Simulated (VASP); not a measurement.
Here is a VASP 6.6.1 calculation.

File POSCAR:

```
WC
1.0
    2.8820744755      0.0000000000      0.0000000000
   -1.4410372377      2.4959498739      0.0000000000
    0.0000000000      0.0000000000      2.8127618982
W C
1 1
Direct
    0.0000000000      0.0000000000      0.0000000000
    0.6666666667      0.3333333333      0.5000000000
```

INCAR.step1

```
PREC     = Accurate       # precision mode
ENCUT    = 520            # plane-wave cutoff, eV
ISMEAR   = -1             # smearing method
SIGMA    = 0.05           # smearing width, eV
LREAL    = False          # projectors in reciprocal space
LASPH    = True           # aspherical terms in the spheres
NELM     = 100            # most SCF steps
NBANDS   = 16             # bands
GGA      = PE             # functional
ALGO     = Normal         # electronic algorithm
EDIFF    = 1E-4           # SCF threshold, eV
LWAVE    = True           # write WAVECAR
LCHARG   = False          # write CHGCAR
```

Contents of INCAR.step2:

```
PREC     = Accurate       # precision mode
ENCUT    = 520            # plane-wave cutoff, eV
EDIFF    = 1E-6           # SCF threshold, eV
ISMEAR   = -1             # smearing method
SIGMA    = 0.05           # smearing width, eV
LREAL    = False          # projectors in reciprocal space
LASPH    = True           # aspherical terms in the spheres
NELM     = 100            # most SCF steps
ALGO     = Normal         # electronic algorithm
ISIF     = 2              # what is computed and relaxed
LWAVE    = False          # write WAVECAR
LCHARG   = False          # write CHGCAR
METAGGA  = R2SCAN         # meta-GGA
LMIXTAU  = True         
NBANDS   = 16             # bands
ISTART   = 1
```

Contents of KPOINTS:

```
Automatic mesh
0
Gamma
  11 11 10
```

Potentials or basis: VASP PAW PBE potentials, release 64 (W_sv, C).

The run is started by

```bash
$ cat potpaw_PBE.64/W_sv/POTCAR potpaw_PBE.64/C/POTCAR > POTCAR
$ cp INCAR.step1 INCAR
$ mpirun -np 1 vasp_std > vasp.out
$ cp INCAR.step2 INCAR
$ mpirun -np 1 vasp_std > vasp.out
```

Task: What does it give for the band gap on the k mesh?

Result: Zero (band 9 reaches 11.99 eV, above the bottom of band 10 at 10.72 eV).

Task: Estimate the pressure.

Result: 14.6 GPa.

Stress tensor (GPa, compression positive):
```
14.46  0.00  0.00
 0.00 14.46  0.00
 0.00  0.00 14.89
```

Caveat: the PAW data sets were made with another functional, which shifts forces and pressure a little; spin-orbit coupling is left out, which moves the levels of the heavy elements.
